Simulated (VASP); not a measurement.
# SiC5 (F-43m) in VASP: a series of runs

The runs below take SiC5 through single point, relaxation of cell and atoms, with PBE.

Program: VASP 6.6.1. These are calculated values, not measurements. Logs are shortened: lines on timing, memory, paths and dates and some standing lists are left out, and cuts for length are marked.

**1. The cell of the first run**

The structure is cubic, space group F-43m (No. 216). The conventional cell has a = 6.879 Å, b = 6.879 Å, c = 6.879 Å, α = 90.00°, β = 90.00°, γ = 90.00°. Si (site symmetry -43m) has 16 C at 2.85 to 2.98 Å within 3.8 Å. Within 3.2 Å of C (site symmetry 3m) lie 9 C at 2.41 to 2.85 Å and 3 Si at 2.85 Å. C (site symmetry -43m) has 12 C at 2.85 Å and 4 Si at 2.98 Å within 3.8 Å.

The cell was built from a structure type or drawn by symmetry, and may not be a known phase.

**2. Single point, PBE**

Contents of INCAR:

```
PREC     = Accurate       # precision mode
ENCUT    = 520            # plane-wave cutoff, eV
EDIFF    = 1E-6           # SCF threshold, eV
ISMEAR   = 0              # smearing method
SIGMA    = 0.1            # smearing width, eV
LREAL    = False          # projectors in reciprocal space
LASPH    = True           # aspherical terms in the spheres
NELM     = 80             # most SCF steps
ALGO     = Normal         # electronic algorithm
ISIF     = 2              # what is computed and relaxed
LWAVE    = False          # write WAVECAR
LCHARG   = False          # write CHGCAR
GGA      = PE             # functional
NBANDS   = 21             # bands
```

Contents of KPOINTS:

```
Automatic mesh
0
Gamma
  4 4 4
```

Contents of POSCAR:

```
SiC5
1.0
    0.0000000000      3.4395548100      3.4395548100
    3.4395548100      0.0000000000      3.4395548100
    3.4395548100      3.4395548100      0.0000000000
Si C
1 5
Direct
    0.5000000000      0.5000000000      0.5000000000
    0.3719714300      0.8760095200      0.8760095200
    0.8760095200      0.8760095200      0.8760095200
    0.2500000000      0.2500000000      0.2500000000
    0.8760095200      0.8760095200      0.3719714300
    0.8760095200      0.3719714300      0.8760095200
```

Potentials or basis: VASP PAW PBE potentials, release 64 (Si, C).

Command:

```sh
$ cat potpaw_PBE.64/Si/POTCAR potpaw_PBE.64/C/POTCAR > POTCAR
$ mpirun -np 1 vasp_std > vasp.out
```

OUTCAR:

```text
PREC = Accurate
   ENCUT = 520
   EDIFF = 1E-6
   ISMEAR = 0
   LREAL = False
   LASPH = True
   NELM = 80
   ISIF = 2
   GGA = PE

 ion  position               nearest neighbor table
   1  0.500  0.500  0.500-
   2  0.372  0.876  0.876-
   3  0.876  0.876  0.876-
   4  0.250  0.250  0.250-
   5  0.876  0.876  0.372-
   6  0.876  0.372  0.876-

  LATTYP: Found a face centered cubic cell.
 ALAT       =     6.8791096200

  Lattice vectors:

 A1 = (   0.0000000000,   3.4395548100,   3.4395548100)
 A2 = (   3.4395548100,   0.0000000000,   3.4395548100)
 A3 = (   3.4395548100,   3.4395548100,   0.0000000000)

Analysis of symmetry for initial positions (statically):
=====================================================================
 Subroutine PRICEL returns:
 Original cell was already a primitive cell.

 Routine SETGRP: Setting up the symmetry group for a
 face centered cubic supercell.

 Subroutine GETGRP returns: Found 24 space group operations
 (whereof 24 operations were pure point group operations)
 out of a pool of 48 trial point group operations.

The static configuration has the point symmetry T_d .

Analysis of symmetry for dynamics (positions and initial velocities):
=====================================================================
 Subroutine PRICEL returns:
 Original cell was already a primitive cell.

 Routine SETGRP: Setting up the symmetry group for a
 face centered cubic supercell.

 Subroutine GETGRP returns: Found 24 space group operations
 (whereof 24 operations were pure point group operations)
 out of a pool of 48 trial point group operations.

The dynamic configuration has the point symmetry T_d .

 Subroutine INISYM returns: Found 24 space group operations
 (whereof 24 operations are pure point group operations),
 and found     1 'primitive' translations

----------------------------------------------------------------------------------------

                                     Primitive cell

  volume of cell :      81.3836

  direct lattice vectors                    reciprocal lattice vectors
     0.000000000  3.439554810  3.439554810    -0.145367650  0.145367650  0.145367650
     3.439554810  0.000000000  3.439554810     0.145367650 -0.145367650  0.145367650
     3.439554810  3.439554810  0.000000000     0.145367650  0.145367650 -0.145367650

  length of vectors
     4.864265061  4.864265061  4.864265061     0.251784156  0.251784156  0.251784156

  position of ions in fractional coordinates (direct lattice)
     0.500000000  0.500000000  0.500000000
     0.371971430  0.876009520  0.876009520
     0.876009520  0.876009520  0.876009520
     0.250000000  0.250000000  0.250000000
     0.876009520  0.876009520  0.371971430
     0.876009520  0.371971430  0.876009520

  ion indices of the primitive-cell ions
   primitive index   ion index
                 1           1
                 2           2
                 3           3
                 4           4
                 5           5
                 6           6

----------------------------------------------------------------------------------------

 KPOINTS: Automatic mesh

Automatic generation of k-mesh.
 Grid dimensions read from file:
 generate k-points for:    4    4    4

 Generating k-lattice:

  Cartesian coordinates                     Fractional coordinates (reciprocal lattice)
    -0.036341913  0.036341913  0.036341913     0.250000000  0.000000000  0.000000000
     0.036341913 -0.036341913  0.036341913     0.000000000  0.250000000  0.000000000
     0.036341913  0.036341913 -0.036341913     0.000000000  0.000000000  0.250000000

  Length of vectors
     0.062946039  0.062946039  0.062946039

  Shift w.r.t. Gamma in fractional coordinates (k-lattice)
     0.000000000  0.000000000  0.000000000

 Subroutine IBZKPT returns following result:
 ===========================================

 Found      8 irreducible k-points:

 Following reciprocal coordinates:
            Coordinates               Weight
  0.000000  0.000000  0.000000      1.000000
  0.250000  0.000000  0.000000      8.000000
  0.500000  0.000000  0.000000      4.000000
  0.250000  0.250000  0.000000      6.000000
  0.500000  0.250000  0.000000     24.000000
 -0.250000  0.250000  0.000000     12.000000
  0.500000  0.500000  0.000000      3.000000
 -0.250000  0.500000  0.250000      6.000000
   k-points           NKPTS =      8   k-points in BZ     NKDIM =      8   number of bands    NBANDS=     21
   number of dos      NEDOS =    301   number of ions     NIONS =      6
   total plane-waves  NPLWV =  46656
   dimension x,y,z NGX =    36 NGY =   36 NGZ =   36
   dimension x,y,z NGXF=    72 NGYF=   72 NGZF=   72
   ions per type =               1   5
   NGX,Y,Z   is equivalent  to a cutoff of  12.30, 12.30, 12.30 a.u.
   NGXF,Y,Z  is equivalent  to a cutoff of  24.61, 24.61, 24.61 a.u.
 SYSTEM =  unknown system
   PREC   = accura    normal or accurate (medium, high low for compatibility)
[... 45 lines left out ...]

 number of electron      24.0000001 magnetization

 Free energy of the ion-electron system (eV)
  ---------------------------------------------------
  ext. energy  EPLUGINS =         0.00000000
  ---------------------------------------------------
  free energy    TOTEN  =       -24.83260924 eV

  energy without entropy =      -24.78311472  energy(sigma->0) =      -24.80786198

 E-fermi :   3.1596     XC(G=0): -10.1745

 val. band max:        3.1423184259   @ k =   0.5000   0.2500   0.0000
 cond. band min:       3.1917325369   @ k =   0.5000   0.0000   0.0000
 fundamental gap:      0.0494141110
 Fermi energy:         3.1596116629

 k-point     1 :       0.0000    0.0000    0.0000
  band No.  band energies     occupation
      1     -10.1033      2.00000
      2      -4.8873      2.00000
      3      -4.0482      2.00000
      4      -4.0482      2.00000
      5      -4.0482      2.00000
      6      -2.3033      2.00000
[... 13 lines left out ...]
     20       6.6410      0.00000
     21       6.6410      0.00000

 k-point     2 :       0.2500    0.0000    0.0000
  band No.  band energies     occupation
      1      -9.6510      2.00000
      2      -6.0172      2.00000
      3      -4.8067      2.00000
      4      -4.2092      2.00000
      5      -4.2092      2.00000
      6      -2.2075      2.00000
[... 13 lines left out ...]
     20       6.8963      0.00000
     21       6.8963      0.00000

 k-point     3 :       0.5000    0.0000    0.0000
  band No.  band energies     occupation
      1      -8.6993      2.00000
      2      -7.6768      2.00000
      3      -4.9147      2.00000
      4      -4.3403      2.00000
      5      -4.3403      2.00000
      6      -2.7169      2.00000
[... 13 lines left out ...]
     20       6.8108      0.00000
     21       7.4618      0.00000

 k-point     4 :       0.2500    0.2500    0.0000
  band No.  band energies     occupation
      1      -9.4978      2.00000
      2      -5.6731      2.00000
      3      -5.3231      2.00000
      4      -4.5417      2.00000
      5      -4.5417      2.00000
      6      -2.8534      2.00000
[... 13 lines left out ...]
     20       6.8217      0.00000
     21       6.8217      0.00000

 k-point     5 :       0.5000    0.2500    0.0000
  band No.  band energies     occupation
      1      -8.5486      2.00000
      2      -7.1543      2.00000
      3      -6.0409      2.00000
      4      -4.6604      2.00000
      5      -4.5744      2.00000
      6      -2.7686      2.00000
[... 13 lines left out ...]
     20       6.4428      0.00000
     21       7.0020      0.00000

 k-point     6 :      -0.2500    0.2500    0.0000
  band No.  band energies     occupation
      1      -8.9386      2.00000
      2      -6.6434      2.00000
      3      -6.1672      2.00000
      4      -4.3661      2.00000
      5      -4.2829      2.00000
      6      -2.4896      2.00000
[... 13 lines left out ...]
     20       6.1892      0.00000
     21       6.9780      0.00000

 k-point     7 :       0.5000    0.5000    0.0000
  band No.  band energies     occupation
      1      -7.8214      2.00000
      2      -7.8057      2.00000
      3      -5.7355      2.00000
      4      -4.9125      2.00000
      5      -4.9125      2.00000
      6      -3.8860      2.00000
[... 13 lines left out ...]
     20       6.7250      0.00000
     21       7.1458      0.00000

 k-point     8 :      -0.2500    0.5000    0.2500
  band No.  band energies     occupation
      1      -7.6949      2.00000
      2      -7.6225      2.00000
      3      -6.5377      2.00000
      4      -5.6816      2.00000
      5      -3.9694      2.00000
      6      -2.5330      2.00000
[... 13 lines left out ...]
     20       6.7039      0.00000
     21       6.7087      0.00000

------------------------ aborting loop because EDIFF is reached ----------------------------------------

  FORCE on cell =-STRESS in cart. coord.  units (eV):
  Direction    XX          YY          ZZ          XY          YZ          ZX
  --------------------------------------------------------------------------------------
  -------------------------------------------------------------------------------------
  Total      -12.6806138    -12.6806138    -12.6806138      0.0000000      0.0000000      0.0000000
  in kB     -249.6399908   -249.6399908   -249.6399908      0.0000000      0.0000000      0.0000000
  external PRESSURE =    -249.6399908 kB  Pullay stress =       0.0000000 kB

 VOLUME and BASIS-vectors are now :
 -----------------------------------------------------------------------------
  energy-cutoff  :      520.00
  volume of cell :       81.38
      direct lattice vectors                 reciprocal lattice vectors
     0.000000000  3.439554810  3.439554810    -0.145367650  0.145367650  0.145367650
     3.439554810  0.000000000  3.439554810     0.145367650 -0.145367650  0.145367650
     3.439554810  3.439554810  0.000000000     0.145367650  0.145367650 -0.145367650

 POSITION                                       TOTAL-FORCE (eV/Angst)
 -----------------------------------------------------------------------------------
      3.43955      3.43955      3.43955         0.000000      0.000000      0.000000
      6.02617      4.29250      4.29250         0.115775     -0.115775     -0.115775
      6.02617      6.02617      6.02617         0.115775      0.115775      0.115775
      1.71978      1.71978      1.71978         0.000000      0.000000      0.000000
      4.29250      4.29250      6.02617        -0.115775     -0.115775      0.115775
      4.29250      6.02617      4.29250        -0.115775      0.115775     -0.115775
 -----------------------------------------------------------------------------------
    total drift:                                0.000020      0.000020      0.000020

  FREE ENERGIE OF THE ION-ELECTRON SYSTEM (eV)
  ---------------------------------------------------
  free  energy   TOTEN  =       -24.8326092399 eV

  energy  without entropy=      -24.7831147167  energy(sigma->0) =      -24.80786198
```

Wall time 26 s (1 thread of Intel Xeon 8259CL, shared host); peak memory 0.19 GiB.

Results:

| Property | Result |
| --- | --- |
| Free energy | -24.8326 eV |
| Pressure | -25.0 GPa |
| Largest force | 0.201 eV/Å |
| Band gap on the k mesh | zero (bands 12 and 13 overlap by 1.28 eV) |

Forces in eV/Å, atoms in the order of the input:
```
Si   0.000  0.000  0.000
C    0.116 -0.116 -0.116
C    0.116  0.116  0.116
C    0.000  0.000  0.000
C   -0.116 -0.116  0.116
C   -0.116  0.116 -0.116
```

Caveat: the k points lie up to 0.40 Å⁻¹ apart, too coarse for converged energies and pressures of a metal.

**3. Single point, PBE, collinear spin**

This run uses another cell than the first one, of 9.57 Å³/atom.

Contents of INCAR:

```
SYSTEM = SiC5
  PREC = Accurate
  ENCUT = 520
  EDIFF = 1E-6
  ISMEAR = 0
  SIGMA = 0.1
  LREAL = .FALSE.
  LASPH = .TRUE.
  NELM = 150
  ALGO = Normal
  ISIF = 2
  LWAVE = .FALSE.
  LCHARG = .FALSE.
  ISPIN = 2
  MAGMOM = 0 1 1 1 1 1
  LORBIT = 11
  GGA = PE
  NBANDS = 25
```

Contents of KPOINTS:

```
regular mesh
0
G
  4 4 4
  0 0 0
```

Contents of POSCAR:

```
SiC5
1.0
    0.0000000000      3.0619613775      3.0619613775
    3.0619613775      0.0000000000      3.0619613775
    3.0619613775      3.0619613775      0.0000000000
Si C
1 5
Direct
    0.5000000000      0.5000000000      0.5000000000
    0.2716144074      0.9094618642      0.9094618642
    0.9094618642      0.9094618642      0.9094618642
    0.2500000000      0.2500000000      0.2500000000
    0.9094618642      0.9094618642      0.2716144074
    0.9094618642      0.2716144074      0.9094618642
```

Potentials or basis: VASP PAW PBE potentials, release 64 (Si, C).

Command:

```sh
$ cat potpaw_PBE.64/Si/POTCAR potpaw_PBE.64/C/POTCAR > POTCAR
$ mpirun -np 1 vasp_std > vasp.out
```

Run time: 64 s. Hardware: 1 thread of Intel Xeon 8259CL, shared host; peak memory 0.2 GiB.

The run converged. Its results:

```yaml
Free_energy: -32.0001 eV
Pressure: 0.0 GPa
Largest_force: 0.122 eV/Å
Band_gap_on_the_k_mesh: zero (filled and empty bands overlap)
Net_moment: 0.00 μB per cell
Valence_electrons_inside_the_program's_atomic_spheres: Si 1.37; C 2.34, 2.00 (each value once)
```

Forces on the atoms (eV/Å):
```
Si   0.000  0.000  0.000
C   -0.070  0.070  0.070
C   -0.070 -0.070 -0.070
C    0.000  0.000  0.000
C    0.070  0.070 -0.070
C    0.070 -0.070  0.070
```

Levels at points of the mesh, in eV from the Fermi level:
Spin up:
```csv
k point,band 10,band 11,band 12,band 13,band 14,band 15
"(0.00, 0.00, 0.00)",-2.13,-2.13,-0.59,0.01,0.01,0.01
"(0.50, 0.00, 0.00)",-1.33,-0.47,-0.47,0.47,0.47,1.64
"(0.50, 0.50, 0.00)",-0.46,-0.46,0.00,0.00,1.46,1.83
```
Spin down:
```
           k point  band 8  band 9  band 10  band 11  band 12  band 13  band 14  band 15  band 16  band 17
(0.00, 0.00, 0.00)   -3.47   -3.47    -2.13    -2.13    -0.59     0.01     0.01     0.01     4.46     4.46
(0.50, 0.00, 0.00)   -4.19   -3.54    -1.33    -0.47    -0.47     0.47     0.47     1.64     5.17     5.17
(0.50, 0.50, 0.00)   -2.62   -1.11    -0.46    -0.46     0.00     0.00     1.46     1.83     4.18     4.18
```

Caveat: the k points lie up to 0.44 Å⁻¹ apart; semilocal functionals underestimate gaps, so a narrow gap can read as zero.

**4. Relaxation of cell and atoms, PBE, collinear spin**

Contents of INCAR:

```
PREC = Accurate ; ENCUT = 600
EDIFF = 1E-7 ; ISMEAR = 0
SIGMA = 0.1 ; LREAL = False
LASPH = True ; NELM = 150
ALGO = Normal ; ISIF = 3
LWAVE = False ; LCHARG = False
ISPIN = 2 ; MAGMOM = 0 1 1 1 1 1
LORBIT = 11 ; GGA = PE
IBRION = 2 ; NSW = 90
EDIFFG = -0.04
```

Contents of KPOINTS:

```
Automatic mesh
0
Gamma
  4 4 4
```

Contents of POSCAR:

```
SiC5
1.0
    0.0000000000      3.4395548100      3.4395548100
    3.4395548100      0.0000000000      3.4395548100
    3.4395548100      3.4395548100      0.0000000000
Si C
1 5
Direct
    0.5000000000      0.5000000000      0.5000000000
    0.3719714300      0.8760095200      0.8760095200
    0.8760095200      0.8760095200      0.8760095200
    0.2500000000      0.2500000000      0.2500000000
    0.8760095200      0.8760095200      0.3719714300
    0.8760095200      0.3719714300      0.8760095200
```

Command:

```sh
$ cat potpaw_PBE.64/Si/POTCAR potpaw_PBE.64/C/POTCAR > POTCAR
$ mpirun -np 1 vasp_std > vasp.out
```

Wall time 15 min (1 thread of Intel Xeon 8259CL, shared host); peak memory 0.28 GiB.

The run converged. Its results:

```yaml
Free_energy: -32.0348 eV
Relaxed_volume: 9.52 Å³/atom
Relaxed_cell: a = 4.324 Å, b = 4.324 Å, c = 4.324 Å, α = 60.00°, β = 60.00°, γ = 60.00°
Space_group_after_relaxing_to_0.1_Å: F-43m (No. 216)
Energy_gained_by_relaxing: 1196.7 meV/atom
Ionic_steps: 16
Pressure_after_relaxing: -0.1 GPa
Largest_force_after_relaxing: 0.003 eV/Å
Band_gap_on_the_k_mesh: zero (filled and empty bands overlap)
Net_moment: 0.00 μB per cell
Valence_electrons_inside_the_program's_atomic_spheres: Si 1.37; C 2.33, 2.00 (each value once)
```

Forces in eV/Å, atoms in the order of the input:
```
Si   0.000  0.000  0.000
C    0.002 -0.002 -0.002
C    0.002  0.002  0.002
C    0.000  0.000  0.000
C   -0.002 -0.002  0.002
C   -0.002  0.002 -0.002
```

The path:
```csv
step,energy change (eV),largest force (eV/Å),pressure (GPa),volume (Å³)
1,0.0000,0.2353,-25.44,81.38
2,-3.4465,1.1223,-19.27,58.56
3,-4.2310,1.4845,-3.59,49.01
4,-4.2485,1.5500,2.17,47.03
5,-4.2508,1.5314,0.39,47.60
6,-4.9192,2.4936,8.40,46.05
7,-5.8670,0.3602,38.30,43.16
8,-5.7799,2.3990,23.35,44.24
9,-5.9284,1.0860,30.57,43.63
10,-6.0575,0.1124,33.22,44.01
11,-6.0747,0.8791,35.39,44.24
12,-6.2980,0.8269,30.76,45.43
13,-6.8014,0.8410,18.79,49.15
14,-7.1545,0.8094,2.43,57.17
15,-7.1787,0.1979,0.56,57.15
16,-7.1804,0.0034,-0.08,57.15
```

Final structure:
```
Si C
1.0
     0.00000    3.05722    3.05722
     3.05722    0.00000    3.05722
     3.05722    3.05722    0.00000
Si C
1 5
Cartesian
  3.0572 3.0572 3.0572
  5.5588 3.6129 3.6129
  5.5588 5.5588 5.5588
  1.5286 1.5286 1.5286
  3.6129 3.6129 5.5588
  3.6129 5.5588 3.6129
```

Levels at points of the mesh, in eV from the Fermi level:
Spin up:
```csv
k point,band 10,band 11,band 12,band 13,band 14,band 15
"(0.00, 0.00, 0.00)",-2.15,-2.15,-0.57,0.00,0.00,0.00
"(0.50, 0.00, 0.00)",-1.33,-0.47,-0.47,0.47,0.47,1.65
"(0.50, 0.50, 0.00)",-0.45,-0.45,0.00,0.00,1.49,1.84
```
Spin down:
```tsv
k point	band 9	band 10	band 11	band 12	band 13	band 14	band 15	band 16
(0.00, 0.00, 0.00)	-3.50	-2.15	-2.15	-0.57	0.00	0.00	0.00	4.50
(0.50, 0.00, 0.00)	-3.51	-1.33	-0.47	-0.47	0.47	0.47	1.65	5.18
(0.50, 0.50, 0.00)	-1.11	-0.45	-0.45	0.00	0.00	1.49	1.84	4.19
```

Caveat: the k points lie up to 0.44 Å⁻¹ apart in the final cell; the volume moved by over 15 % at a fixed basis, so the end points are rough; semilocal functionals underestimate gaps, so a narrow gap can read as zero.

**5. The runs side by side**

```csv
task,spin,cell,cutoff (eV),gap on the mesh (eV),pressure (GPa),moment (μB),largest force (eV/Å)
single point,off,"a = 4.864 Å, angles 60.0°, 6 atoms, atomic positions A",520,none,-25.0,-,0.20
single point,collinear,"a = 4.330 Å, angles 60.0°, 6 atoms, atomic positions B",520,none,0.0,0.00,0.12
relaxation of cell and atoms,collinear,"relaxed from a = 4.864 Å, angles 60.0°, 6 atoms, atomic positions A",600,none,-0.1,0.00,-
```

Alike in all rows: level PBE; potentials or basis VASP PAW PBE potentials, release 64 (Si, C); k mesh 4 × 4 × 4; smearing gaussian 0.1 eV.

Caveats: all runs use coarse meshes; semilocal functionals underestimate gaps, so a narrow gap can read as zero (at least some runs); the volume moved by over 15 % at a fixed basis, so the end points are rough (at least some runs).

Absolute energies hang on the potentials; compare differences alone.
